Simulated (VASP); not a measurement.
# Ga2GeO2 (P-3m1) in VASP: further runs, part 2 of 2

VASP 6.6.1. Earlier steps stand in the parts before.

## 3. Single point, PBE

This run uses another cell than the first one, of 17.45 Å³/atom.

File INCAR:

```
  ALGO = Normal
  EDIFF = 1E-6
  ENCUT = 520
  GGA = PE
  ISIF = 2
  ISMEAR = 0
  LASPH = T
  LCHARG = T
  LELF = T
  LREAL = F
  LVHAR = T
  LWAVE = F
  NBANDS = 34
  NELM = 60
  PREC = Accurate
  SIGMA = 0.1
```

File KPOINTS:

```
k-points
0
Gamma
  6 6 4
```

File POSCAR:

```
Ga2GeO2
1.0
    3.9919173900      0.0000000000      0.0000000000
   -1.9959586900      3.4571018700      0.0000000000
    0.0000000000      0.0000000000      6.3222858200
Ga Ge O
2 1 2
Direct
    0.6666666700      0.3333333300      0.3573464800
    0.3333333300      0.6666666700      0.6426535200
    0.0000000000      0.0000000000      0.0000000000
    0.6666666700      0.3333333300      0.7381863600
    0.3333333300      0.6666666700      0.2618136400
```

Potentials or basis: VASP PAW PBE potentials, release 64 (Ga_d, Ge_d, O).

On the command line:

```bash
$ cat potpaw_PBE.64/Ga_d/POTCAR potpaw_PBE.64/Ge_d/POTCAR potpaw_PBE.64/O/POTCAR > POTCAR
$ mpirun -np 1 vasp_std > vasp.out
```

OUTCAR:

```text
EDIFF = 1E-6
   ENCUT = 520
   GGA = PE
   ISIF = 2
   ISMEAR = 0
   LASPH = T
   LREAL = F
   NELM = 60
   PREC = Accurate

 ion  position               nearest neighbor table
   1  0.667  0.333  0.357-   5 2.38   5 2.38   5 2.38   4 2.41
   2  0.333  0.667  0.643-   4 2.38   4 2.38   4 2.38   5 2.41
   3  0.000  0.000  0.000-
   4  0.667  0.333  0.738-   2 2.38   2 2.38   2 2.38   1 2.41
   5  0.333  0.667  0.262-   1 2.38   1 2.38   1 2.38   2 2.41

  LATTYP: Found a hexagonal cell.
 ALAT       =     3.9919173900
 C/A-ratio  =     1.5837717073

  Lattice vectors:

 A1 = (   3.9919173900,   0.0000000000,   0.0000000000)
 A2 = (  -1.9959586900,   3.4571018700,   0.0000000000)
 A3 = (   0.0000000000,   0.0000000000,   6.3222858200)

Analysis of symmetry for initial positions (statically):
=====================================================================
 Subroutine PRICEL returns:
 Original cell was already a primitive cell.

 Routine SETGRP: Setting up the symmetry group for a
 hexagonal supercell.

 Subroutine GETGRP returns: Found 12 space group operations
 (whereof 12 operations were pure point group operations)
 out of a pool of 24 trial point group operations.

The static configuration has the point symmetry D_3d.

Analysis of symmetry for dynamics (positions and initial velocities):
=====================================================================
 Subroutine PRICEL returns:
 Original cell was already a primitive cell.

 Routine SETGRP: Setting up the symmetry group for a
 hexagonal supercell.

 Subroutine GETGRP returns: Found 12 space group operations
 (whereof 12 operations were pure point group operations)
 out of a pool of 24 trial point group operations.

The dynamic configuration has the point symmetry D_3d.

[... 119 lines left out ...]
   EFERMI_NEDOS =   21; number of points for ismear=-14 and -15
   IALGO  =     38    algorithm
   IMIX   =      4    mixing-type and parameters
     AMIX     =   0.40;   BMIX     =  1.00
     AMIX_MAG =   1.60;   BMIX_MAG =  1.00
  volume/ion in A,a.u.               =      17.45       117.76
  Fermi-wavevector in a.u.,A,eV,Ry     =   1.377696  2.603468 25.824479  1.898046
  Thomas-Fermi vector in A             =   2.502825
   LORBIT       =      0    0 simple, 1 ext, 2 COOP (PROOUT), +10 PAW based schemes
   GGA     = PE    functional components
   LHFCALC =     F    Hartree Fock is set to
   AEXX    =    0.0000 exact exchange contribution
   IVDW    =     0    specifies the selected vdW correction
   LEPSILON=     F    determine dielectric tensor
   LRPA    =     F    only Hartree local field effects (RPA)
 non-spin polarized calculation
 Gauss-broadening in eV      SIGMA  =   0.10
  energy-cutoff  :      520.00
  volume of cell :       87.25
 maximum number of plane-waves:      2388
 NGX is ok and might be reduce to    30
   NGX = 15   NGY = 15   NGZ = 23

 number of electron      52.0000001 magnetization

 Free energy of the ion-electron system (eV)
  ---------------------------------------------------
  ext. energy  EPLUGINS =         0.00000000
  ---------------------------------------------------
  free energy    TOTEN  =       -21.08225544 eV

  energy without entropy =      -21.06949076  energy(sigma->0) =      -21.07587310

 E-fermi :   4.1506     XC(G=0): -10.1326

 val. band max:        4.1035376860   @ k =   0.3333   0.1667   0.2500
 cond. band min:       4.2297445920   @ k =   0.3333   0.1667   0.5000
 fundamental gap:      0.1262069060
 Fermi energy:         4.1505731874

 k-point     1 :       0.0000    0.0000    0.0000
  band No.  band energies     occupation
      1     -21.6913      2.00000
      2     -21.6814      2.00000
      3     -21.6814      2.00000
      4     -21.6639      2.00000
      5     -21.6639      2.00000
      6     -14.2229      2.00000
[... 877 lines left out ...]
     33       9.8973      0.00000
     34       9.8995      0.00000

------------------------ aborting loop because EDIFF is reached ----------------------------------------

  FORCE on cell =-STRESS in cart. coord.  units (eV):
  Direction    XX          YY          ZZ          XY          YZ          ZX
  --------------------------------------------------------------------------------------
  -------------------------------------------------------------------------------------
  Total       -3.0919943     -3.0919943     -3.8228058     -0.0000000      0.0000000     -0.0000000
  in kB      -56.7781737    -56.7781737    -70.1980379     -0.0000001      0.0000000     -0.0000000
  external PRESSURE =     -61.2514618 kB  Pullay stress =       0.0000000 kB

 VOLUME and BASIS-vectors are now :
 -----------------------------------------------------------------------------
  energy-cutoff  :      520.00
  volume of cell :       87.25
      direct lattice vectors                 reciprocal lattice vectors
     3.991917390  0.000000000  0.000000000     0.250506186  0.144629814  0.000000000
    -1.995958690  3.457101870  0.000000000     0.000000000  0.289259628  0.000000000
     0.000000000  0.000000000  6.322285820     0.000000000  0.000000000  0.158170641

 POSITION                                       TOTAL-FORCE (eV/Angst)
 -----------------------------------------------------------------------------------
      1.99596      1.15237      2.25925        -0.000000      0.000000     -0.832958
     -0.00000      2.30473      4.06304         0.000000     -0.000000      0.832958
      0.00000      0.00000      0.00000         0.000000      0.000000      0.000000
      1.99596      1.15237      4.66703         0.000000     -0.000000     -0.344718
     -0.00000      2.30473      1.65526        -0.000000      0.000000      0.344718
 -----------------------------------------------------------------------------------
    total drift:                               -0.000000      0.000000     -0.000000

  FREE ENERGIE OF THE ION-ELECTRON SYSTEM (eV)
  ---------------------------------------------------
  free  energy   TOTEN  =       -21.0822554420 eV

  energy  without entropy=      -21.0694907574  energy(sigma->0) =      -21.07587310
```

stdout:

```text
POSCAR found type information on POSCAR GaGeO
 POSCAR found :  3 types and       5 ions
 scaLAPACK will be used
 LDA part: xc-table for (Slater+PW92), standard interpolation
 POSCAR, INCAR and KPOINTS ok, starting setup
 FFT: planning ... GRIDC
 FFT: planning ... GRID_SOFT
 FFT: planning ... GRID
 WAVECAR not read
 entering main loop
```

Wall time 44 s (1 thread of Intel Xeon 6975P-C (Granite Rapids), shared host); peak memory 0.23 GiB.

What came out:

* Free energy: -21.0823 eV
* Pressure: -6.1 GPa
* Largest force: 0.833 eV/Å
* Band gap on the k mesh: zero (bands 26 and 27 overlap by 0.14 eV)

Forces in eV/Å, atoms in the order of the input:
```
Ga   0.000  0.000 -0.833
Ga   0.000  0.000  0.833
Ge   0.000  0.000  0.000
O    0.000  0.000 -0.345
O    0.000  0.000  0.345
```

Caveat: the cell stands under tension.

## 4. Single point, PBE

This run uses another cell than the first one, of 14.99 Å³/atom.

File INCAR:

```
PREC = Accurate ; ENCUT = 520
EDIFF = 1E-6 ; ISMEAR = 0
SIGMA = 0.1 ; LREAL = F
LASPH = T ; NELM = 80
ALGO = Normal ; ISIF = 2
LWAVE = F ; LCHARG = F
GGA = PE ; NBANDS = 34
```

File KPOINTS:

```
regular mesh
0
Gamma
  12 12 6
```

File POSCAR:

```
Ga2GeO2
1.0
    3.1029291126      0.0000000000      0.0000000000
   -1.5514645563      2.6872154377      0.0000000000
    0.0000000000      0.0000000000      8.9878978615
Ga Ge O
2 1 2
Direct
    0.6666666667      0.3333333333      0.2510517242
    0.3333333333      0.6666666667      0.7489482758
    0.0000000000      0.0000000000      0.0000000000
    0.6666666667      0.3333333333      0.6672939214
    0.3333333333      0.6666666667      0.3327060786
```

Potentials or basis: VASP PAW PBE potentials, release 64 (Ga_d, Ge_d, O).

On the command line:

```bash
$ cat potpaw_PBE.64/Ga_d/POTCAR potpaw_PBE.64/Ge_d/POTCAR potpaw_PBE.64/O/POTCAR > POTCAR
$ mpirun -np 1 vasp_std > vasp.out
```

OUTCAR:

```text
PREC = Accurate
   ENCUT = 520
   EDIFF = 1E-6
   ISMEAR = 0
   LREAL = F
   LASPH = T
   NELM = 80
   ISIF = 2
   GGA = PE

 ion  position               nearest neighbor table
   1  0.667  0.333  0.251-   5 1.94   5 1.94   5 1.94   3 2.88   3 2.88   3 2.88
   2  0.333  0.667  0.749-   4 1.94   4 1.94   4 1.94   3 2.88   3 2.88   3 2.88
   3  0.000  0.000  0.000-   1 2.88   2 2.88   1 2.88   2 2.88   1 2.88   2 2.88
   4  0.667  0.333  0.667-   2 1.94   2 1.94   2 1.94
   5  0.333  0.667  0.333-   1 1.94   1 1.94   1 1.94

  LATTYP: Found a hexagonal cell.
 ALAT       =     3.1029291126
 C/A-ratio  =     2.8965849800

  Lattice vectors:

 A1 = (   3.1029291126,   0.0000000000,   0.0000000000)
 A2 = (  -1.5514645563,   2.6872154377,   0.0000000000)
 A3 = (   0.0000000000,   0.0000000000,   8.9878978615)

Analysis of symmetry for initial positions (statically):
=====================================================================
 Subroutine PRICEL returns:
 Original cell was already a primitive cell.

 Routine SETGRP: Setting up the symmetry group for a
 hexagonal supercell.

 Subroutine GETGRP returns: Found 12 space group operations
 (whereof 12 operations were pure point group operations)
 out of a pool of 24 trial point group operations.

The static configuration has the point symmetry D_3d.

Analysis of symmetry for dynamics (positions and initial velocities):
=====================================================================
 Subroutine PRICEL returns:
 Original cell was already a primitive cell.

 Routine SETGRP: Setting up the symmetry group for a
 hexagonal supercell.

 Subroutine GETGRP returns: Found 12 space group operations
 (whereof 12 operations were pure point group operations)
 out of a pool of 24 trial point group operations.

The dynamic configuration has the point symmetry D_3d.

 Subroutine INISYM returns: Found 12 space group operations
 (whereof 12 operations are pure point group operations),
[... 123 lines left out ...]
  volume/ion in A,a.u.               =      14.99       101.15
  Fermi-wavevector in a.u.,A,eV,Ry     =   1.449323  2.738823 28.579535  2.100537
  Thomas-Fermi vector in A             =   2.567063
   LORBIT       =      0    0 simple, 1 ext, 2 COOP (PROOUT), +10 PAW based schemes
   GGA     = PE    functional components
   LHFCALC =     F    Hartree Fock is set to
   AEXX    =    0.0000 exact exchange contribution
   IVDW    =     0    specifies the selected vdW correction
   LEPSILON=     F    determine dielectric tensor
   LRPA    =     F    only Hartree local field effects (RPA)
 non-spin polarized calculation
 Gauss-broadening in eV      SIGMA  =   0.10
  energy-cutoff  :      520.00
  volume of cell :       74.94
 maximum number of plane-waves:      2032
 NGX is ok and might be reduce to    24
   NGX = 11   NGY = 11   NGZ = 33

 number of electron      51.9999993 magnetization

 Free energy of the ion-electron system (eV)
  ---------------------------------------------------
  ext. energy  EPLUGINS =         0.00000000
  ---------------------------------------------------
  free energy    TOTEN  =       -25.03883711 eV

  energy without entropy =      -25.02822001  energy(sigma->0) =      -25.03352856

 E-fermi :   5.0768     XC(G=0): -10.5684

 val. band max:        5.0756942729   @ k =   0.3333   0.1667   0.3333
 cond. band min:       5.0800320516   @ k =   0.3333   0.1667   0.1667
 fundamental gap:      0.0043377788
 Fermi energy:         5.0768249117

 k-point     1 :       0.0000    0.0000    0.0000
  band No.  band energies     occupation
      1     -19.5710      2.00000
      2     -19.5710      2.00000
      3     -19.4806      2.00000
      4     -19.4621      2.00000
      5     -19.4621      2.00000
      6     -15.2908      2.00000
[... 877 lines left out ...]
     33      14.1745      0.00000
     34      14.1888      0.00000

 [... further k-points ...]

------------------------ aborting loop because EDIFF is reached ----------------------------------------

  FORCE on cell =-STRESS in cart. coord.  units (eV):
  Direction    XX          YY          ZZ          XY          YZ          ZX
  --------------------------------------------------------------------------------------
  -------------------------------------------------------------------------------------
  Total        0.2410746      0.2410746      0.0590153      0.0000000     -0.0000000      0.0000000
  in kB        5.1538241      5.1538241      1.2616603      0.0000000     -0.0000000      0.0000000
  external PRESSURE =       3.8564362 kB  Pullay stress =       0.0000000 kB

 VOLUME and BASIS-vectors are now :
 -----------------------------------------------------------------------------
  energy-cutoff  :      520.00
  volume of cell :       74.94
      direct lattice vectors                 reciprocal lattice vectors
     3.102929113  0.000000000  0.000000000     0.322276134  0.186066213  0.000000000
    -1.551464556  2.687215438  0.000000000     0.000000000  0.372132426  0.000000000
     0.000000000  0.000000000  8.987897862     0.000000000  0.000000000  0.111260721

 POSITION                                       TOTAL-FORCE (eV/Angst)
 -----------------------------------------------------------------------------------
      1.55146      0.89574      2.25643        -0.000000      0.000000     -0.035299
     -0.00000      1.79148      6.73147         0.000000     -0.000000      0.035299
      0.00000      0.00000      0.00000        -0.000000      0.000000     -0.000000
      1.55146      0.89574      5.99757         0.000000     -0.000000     -0.041215
     -0.00000      1.79148      2.99033        -0.000000      0.000000      0.041215
 -----------------------------------------------------------------------------------
    total drift:                                0.000000     -0.000000      0.000000

  FREE ENERGIE OF THE ION-ELECTRON SYSTEM (eV)
  ---------------------------------------------------
  free  energy   TOTEN  =       -25.0388371146 eV

  energy  without entropy=      -25.0282200127  energy(sigma->0) =      -25.03352856
```

It took 92 s on 1 thread of Intel Xeon 6975P-C (Granite Rapids), shared host; peak memory 0.35 GiB.

What came out:

| Quantity | Value |
| --- | --- |
| Free energy | -25.0388 eV |
| Pressure | 0.4 GPa |
| Largest force | 0.041 eV/Å |
| Band gap on the k mesh | zero (bands 26 and 27 overlap by 1.51 eV) |

Forces in eV/Å, atoms in the order of the input:
```
Ga   0.000  0.000 -0.035
Ga   0.000  0.000  0.035
Ge   0.000  0.000  0.000
O    0.000  0.000 -0.041
O    0.000  0.000  0.041
```

Stress tensor (GPa, compression positive):
```
0.52 0.00 0.00
0.00 0.52 0.00
0.00 0.00 0.13
```

## 5. Summary

```csv
cell,k mesh,gap on the mesh (eV),pressure (GPa),largest force (eV/Å)
"a = 3.129, b = 3.129, c = 8.562 Å, angles 90.0, 90.0, 120.0°, 5 atoms, atomic positions A",6 × 6 × 4,none,0.4,0.04
"a = 3.992, b = 3.992, c = 6.322 Å, angles 90.0, 90.0, 120.0°, 5 atoms, atomic positions B",6 × 6 × 4,none,-6.1,0.83
"a = 3.103, b = 3.103, c = 8.988 Å, angles 90.0, 90.0, 120.0°, 5 atoms, atomic positions C",12 × 12 × 6,none,0.4,0.04
```

Alike in all rows: task single point; level PBE; potentials or basis VASP PAW PBE potentials, release 64 (Ga_d, Ge_d, O); no spin polarisation; cutoff (eV) 520; smearing gaussian 0.1 eV.

Caveats: some runs use coarse meshes; the cell stands under tension (at least some runs).

Absolute energies hang on the potentials; compare differences alone.
